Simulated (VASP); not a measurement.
Input of a VASP 6.6.1 run:

Contents of INCAR:

```
  ALGO = Normal
  EDIFF = 1E-6
  ENCUT = 520
  ISIF = 2
  ISMEAR = -1
  LASPH = T
  LCHARG = T
  LELF = T
  LREAL = F
  LVHAR = T
  LWAVE = F
  NBANDS = 14
  NELM = 100
  PREC = Accurate
  SIGMA = 0.1
```

File KPOINTS:

```
k-points
0
Gamma
  15 15 8
```

Contents of POSCAR:

```
Na
1.0
    2.8880529115      0.0000000000      0.0000000000
   -1.4440264558      2.5011271889      0.0000000000
    0.0000000000      0.0000000000      4.7089105495
Na
2
Direct
    0.3333333333      0.6666666667      0.2500000000
    0.6666666667      0.3333333333      0.7500000000
```

Potentials or basis: VASP PAW LDA potentials, release 64 (Na_pv).

Command:

```console
$ cat potpaw_LDA.64/Na_pv/POTCAR > POTCAR
$ mpirun -np 1 vasp_std > vasp.out
```

**Question.** Estimate the pressure.

**Answer.** 22.1 GPa.

**Question.** Predict the band gap on the k mesh.

**Answer.** Zero (bands 7 and 8 overlap by 6.54 eV).

Caveat: the cell stands under pressure.
